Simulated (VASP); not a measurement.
Set up this calculation in VASP 6.6.1, as the native input.

```
Task                   : relaxation of cell and atoms
Functional             : r2SCAN
Potentials or basis    : VASP PAW PBE potentials, release 64 (Si, Ru_pv)
Cutoff                 : 550 eV
k mesh                 : 6 × 6 × 6
Occupations            : fermi-dirac, width 0.02 eV
Spin                   : no spin polarisation
Dipole correction      : no
Further INCAR settings : ALGO = Normal; EDIFF = 1e-07; IBRION = 2; EDIFFG = -0.005; NSW = 80; ISIF = 3
```

The system is SiRu.

```
Si Ru
1.0
     4.73589    0.00000    0.00000
     0.00000    4.73589    0.00000
     0.00000    0.00000    4.73589
Si Ru
4 4
Direct
  0.16244 0.33756 0.66244
  0.33756 0.66244 0.16244
  0.66244 0.16244 0.33756
  0.83756 0.83756 0.83756
  0.87078 0.62922 0.37078
  0.62922 0.37078 0.87078
  0.37078 0.87078 0.62922
  0.12922 0.12922 0.12922
```

The input as run:

POSCAR

```
SiRu
1.0
    4.7358874372      0.0000000000      0.0000000000
    0.0000000000      4.7358874372      0.0000000000
    0.0000000000      0.0000000000      4.7358874372
Si Ru
4 4
Direct
    0.1624433201      0.3375566799      0.6624433201
    0.3375566799      0.6624433201      0.1624433201
    0.6624433201      0.1624433201      0.3375566799
    0.8375566799      0.8375566799      0.8375566799
    0.8707818182      0.6292181818      0.3707818182
    0.6292181818      0.3707818182      0.8707818182
    0.3707818182      0.8707818182      0.6292181818
    0.1292181818      0.1292181818      0.1292181818
```

INCAR.step1

```
  ALGO = Normal
  EDIFF = 1E-5
  EDIFFG = -0.005
  ENCUT = 550
  GGA = PE
  GGA_COMPAT = False
  IBRION = 2
  ISIF = 3
  ISMEAR = -1
  LASPH = True
  LCHARG = False
  LREAL = False
  LWAVE = True
  NELM = 120
  NELMIN = 4
  NSW = 100
  PREC = Accurate
  SIGMA = 0.02
```

INCAR.step2

```
  ALGO = Normal
  EDIFF = 1E-7
  EDIFFG = -0.005
  ENCUT = 550
  GGA_COMPAT = False
  IBRION = 2
  ISIF = 3
  ISMEAR = -1
  ISTART = 1
  LASPH = True
  LCHARG = False
  LMIXTAU = True
  LREAL = False
  LWAVE = False
  METAGGA = R2SCAN
  NELM = 120
  NELMIN = 4
  NSW = 80
  PREC = Accurate
  SIGMA = 0.02
```

KPOINTS

```
k-points
0
Gamma
  6 6 6
```

Potentials or basis: VASP PAW PBE potentials, release 64 (Si, Ru_pv).

Launch:

```console
$ cat potpaw_PBE.64/Si/POTCAR potpaw_PBE.64/Ru_pv/POTCAR > POTCAR
$ cp INCAR.step1 INCAR
$ mpirun -np 1 vasp_std > vasp.out
$ cp INCAR.step2 INCAR
$ mpirun -np 1 vasp_std > vasp.out
```

It gave:

```yaml
Relaxed_volume: 13.05 Å³/atom
Relaxed_cell: a = 4.709 Å, b = 4.709 Å, c = 4.709 Å, α = 90.00°, β = 90.00°, γ = 90.00°
Space_group_after_relaxing_to_0.1_Å: P2_13 (No. 198)
Energy_gained_by_relaxing: 3.0 meV/atom
Ionic_steps: 6
Pressure_after_relaxing: 0.0 GPa
Band_gap_on_the_k_mesh: 0.35 eV (least direct gap 0.41 eV)
```

Caveat: the PAW data sets were made with another functional, which shifts forces and pressure a little.

Wall time 26 min on 1 thread of Oxide Virtual Turin-like Processor (shared host), peak memory 0.25 GiB.
